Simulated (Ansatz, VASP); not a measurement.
# One calculation of In2Au, two programs

The input INCAR:

```
  ALGO = Normal
  EDIFF = 1E-6
  ENCUT = 520
  ISIF = 2
  ISMEAR = -1
  LASPH = T
  LCHARG = F
  LREAL = F
  LWAVE = F
  NBANDS = 26
  NELM = 60
  PREC = Accurate
  SIGMA = 0.05
```

The input KPOINTS:

```
k-points
0
Gamma
  10 10 10
```

File POSCAR:

```
In2Au
1.0
    0.0000000000      3.2291805506      3.2291805506
    3.2291805506      0.0000000000      3.2291805506
    3.2291805506      3.2291805506      0.0000000000
In Au
2 1
Direct
    0.2500000000      0.2500000000      0.2500000000
    0.7500000000      0.7500000000      0.7500000000
    0.0000000000      0.0000000000      0.0000000000
```

Input for Ansatz:

```yaml
crystal:
  lattice:
    - [0.0, 3.2291805506, 3.2291805506]
    - [3.2291805506, 0.0, 3.2291805506]
    - [3.2291805506, 3.2291805506, 0.0]
  atoms:
    - { symbol: In, position: [0.25, 0.25, 0.25] }
    - { symbol: In, position: [0.75, 0.75, 0.75] }
    - { symbol: Au, position: [0.0, 0.0, 0.0] }
kpoints:
  mp_grid: { grid: [10, 10, 10] }
  band_path:
    path:
      - [0.0, 0.0, 0.0]
      - [0.5, 0.0, 0.5]
      - [0.625, 0.25, 0.625]
      - [0.375, 0.375, 0.75]
      - [0.0, 0.0, 0.0]
      - [0.5, 0.5, 0.5]
      - [0.5, 0.25, 0.75]
      - [0.5, 0.0, 0.5]
    npoints: 5
scf:
  occupations: { method: fermi_dirac, width: 0.05 }
hamiltonian:
  xc: lda
  pseudopotentials: { kind: all_electron, lapw: { basis_error: 0.0005 } }
output:
  forces: true
  stress: true
  eigenvalues: true
```

Change from the starting cell: volume scaled by 0.98.

Alike in both runs: task single point; functional LDA; k mesh 10 × 10 × 10; occupations fermi-dirac, width 0.05 eV; no spin polarisation.

|  | VASP | Ansatz |
| --- | --- | --- |
| version | VASP 6.6.1 | Ansatz 0.2.0 |
| potentials or method | VASP PAW LDA potentials, release 64 (In_d, Au), cutoff 520 eV | all-electron LAPW, scalar-relativistic |

Ansatz gave:

* pressure (GPa): 0.2

Task: Estimate VASP's values.

Result: Pressure (GPa): 0.3.

LDA's correlation is that of Perdew and Zunger in VASP and of Perdew and Wang (1992) in Ansatz. Ansatz ran all-electron here, and VASP with PAW potentials.

Neither program's run includes spin-orbit coupling.
